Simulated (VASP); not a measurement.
Input of a VASP 6.6.1 run:

Contents of INCAR:

```
PREC = Accurate
ENCUT = 520
EDIFF = 1E-6
ISMEAR = 0
SIGMA = 0.1
LREAL = F
LASPH = T
NELM = 60
ALGO = Normal
ISIF = 2
LWAVE = F
LCHARG = T
LDIPOL = T
IDIPOL = 3
DIPOL = 0.5 0.5 0.310
GGA = PE
LELF = T
LVHAR = T
LVACPOTAV = T
NBANDS = 36
```

The input KPOINTS:

```
Automatic mesh
0
Gamma
  6 6 1
```

The input POSCAR:

```
Ge
1.0
    5.4019898724     -0.0000002672      0.0000000000
   -2.7009947048      4.6782605940      0.0000000000
    0.0000000000      0.0000000000     24.4630834000
Ge
4
Direct
    0.5000000000      0.0000000000      0.3025648749
    0.0000000000      0.5000000000      0.3025648749
    0.5000000000      0.5000000000      0.3025648749
    0.0000000000      0.0000000000      0.3321957524
```

Potentials or basis: VASP PAW PBE potentials, release 64 (Ge_d).

Run with:

```bash
$ cat potpaw_PBE.64/Ge_d/POTCAR > POTCAR
$ mpirun -np 1 vasp_std > vasp.out
```

Q: Predict the largest force.

A: 0.312 eV/Å.

Q: Estimate the band gap on the k mesh.

A: Zero (bands 28 and 29 overlap by 0.79 eV).

Forces on the atoms (eV/Å):
```
Ge   0.000  0.000 -0.104
Ge   0.000  0.000 -0.104
Ge   0.000  0.000 -0.104
Ge   0.000  0.000  0.312
```
